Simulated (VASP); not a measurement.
# Ca: single point with RPBE

Crystal: Ca.

```
Ca
1.0
     3.97620    0.00000    0.00000
    -1.98810    3.44349    0.00000
     0.00000    0.00000    6.52722
Ca
2
Direct
  0.33333 0.66667 0.25000
  0.66667 0.33333 0.75000
```

This isn't the form of Ca at room conditions, which is fcc.

| Property | Result |
| --- | --- |
| Program | VASP 6.6.1 |
| Task | single point |
| Functional | RPBE |
| Potentials or basis | VASP PAW PBE potentials, release 64 (Ca_sv) |
| Cutoff | 520 eV |
| k mesh | 10 × 10 × 6 |
| Occupations | fermi-dirac, width 0.1 eV |
| Spin | no spin polarisation |

```json
{
 "Pressure": "0.0 GPa",
 "Band gap on the k mesh": "zero (bands 10 and 11 overlap by 0.47 eV)"
}
```

Levels at points of the mesh, in eV from the Fermi level:
```tsv
k point	band 6	band 7	band 8	band 9	band 10	band 11	band 12	band 13	band 14	band 15
(0.00, 0.00, 0.00)	-23.16	-23.16	-23.15	-3.95	-0.99	-0.28	2.25	2.27	2.27	2.56
(0.50, 0.00, 0.00)	-23.20	-23.17	-23.17	-1.09	-0.71	0.26	0.42	1.34	1.87	2.20
(0.00, 0.00, 0.50)	-23.16	-23.16	-23.16	-2.99	-2.99	1.38	1.38	2.26	2.26	2.26
(0.50, 0.00, 0.50)	-23.18	-23.18	-23.18	-0.64	-0.64	0.04	0.04	1.46	1.46	2.81
```

Run time: 35 s on 1 thread of Intel(R) Xeon(R) 6975P-C (Granite Rapids), on a shared host, peak memory 0.23 GiB.

Caveat: the PAW data sets were made with another functional, which shifts forces and pressure a little.
